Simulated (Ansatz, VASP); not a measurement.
## One calculation of ZrO2, two programs

```
Zr O
1.0
     3.59610    0.00000    0.00000
     0.00000    3.59610    0.00000
     0.00000    0.00000    5.02169
Zr O
2 4
Direct
  0.00000 0.00000 0.00000
  0.50000 0.50000 0.50000
  0.00000 0.50000 0.20119
  0.00000 0.50000 0.70119
  0.50000 0.00000 0.29881
  0.50000 0.00000 0.79881
```

Change from the starting cell: z stretched by -3 %, ions relaxed.

Alike in both runs: task relaxation of the atoms; functional PBE; k mesh 8 × 8 × 6; occupations fermi-dirac, width 0.02 eV; no spin polarisation.

|  | VASP | Ansatz |
| --- | --- | --- |
| version | VASP 6.6.1 | Ansatz 0.2.0 |
| potentials or method | VASP PAW PBE potentials, release 64 (Zr_sv, O) | plane-wave PAW, scalar-relativistic |
| plane-wave cutoff (eV) | 520 | 420 |
| valence electrons in the cell | 48 | 48 |

```csv
,VASP,Ansatz,Ansatz less VASP
"gap on the k mesh at the Fermi level, each at its own relaxed structure (eV)",3.72,3.73,+0.009
```

Ansatz's warnings: stress scf threshold loose.
